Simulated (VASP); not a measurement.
Set up this calculation in VASP 6.6.1, as the native input.

```
Task                   : single point
Functional             : PBE
Potentials or basis    : VASP PAW PBE potentials, release 64 (Ca_sv, O)
Cutoff                 : 600 eV
k mesh                 : 6 × 6 × 6
Occupations            : gaussian, width 0.1 eV
Spin                   : no spin polarisation
Dipole correction      : no
Further INCAR settings : ALGO = Normal; EDIFF = 1e-06; NBANDS = 15
```

The structure of CaO lies in POSCAR:

```
CaO
1.0
    0.0000000000      2.4769459778      2.4769459778
    2.4769459778      0.0000000000      2.4769459778
    2.4769459778      2.4769459778      0.0000000000
Ca O
1 1
Direct
    0.0000000000      0.0000000000      0.0000000000
    0.5000000000      0.5000000000      0.5000000000
```

This cell differs from its parent crystal: Sr replaced by Ca, lengths x 0.956, strained.

These files were run (other wordings do the same):

INCAR

```
ALGO = Normal
EDIFF = 1E-6
ENCUT = 600
GGA = PE
GGA_COMPAT = F
ISIF = 2
ISMEAR = 0
LASPH = T
LCHARG = T
LELF = T
LREAL = F
LVHAR = T
LWAVE = F
NBANDS = 15
NELM = 120
PREC = Accurate
SIGMA = 0.1
```

KPOINTS

```
k-points
0
Gamma
  6 6 6
```

Potentials or basis: VASP PAW PBE potentials, release 64 (Ca_sv, O).

Launch:

```console
$ cat potpaw_PBE.64/Ca_sv/POTCAR potpaw_PBE.64/O/POTCAR > POTCAR
$ mpirun -np 1 vasp_std > vasp.out
```

Results of the run:

```json
{
 "Pressure": "-6.4 GPa",
 "Band gap on the k mesh": "3.64 eV, indirect (least direct gap 4.02 eV)"
}
```

Caveat: the cell differs from its parent crystal (Sr replaced by Ca, lengths x 0.956, strained).

Run time: 20 s on 1 thread of AMD EPYC 7R43 64-Core Processor (Zen 3), on a shared host, peak memory 0.12 GiB.
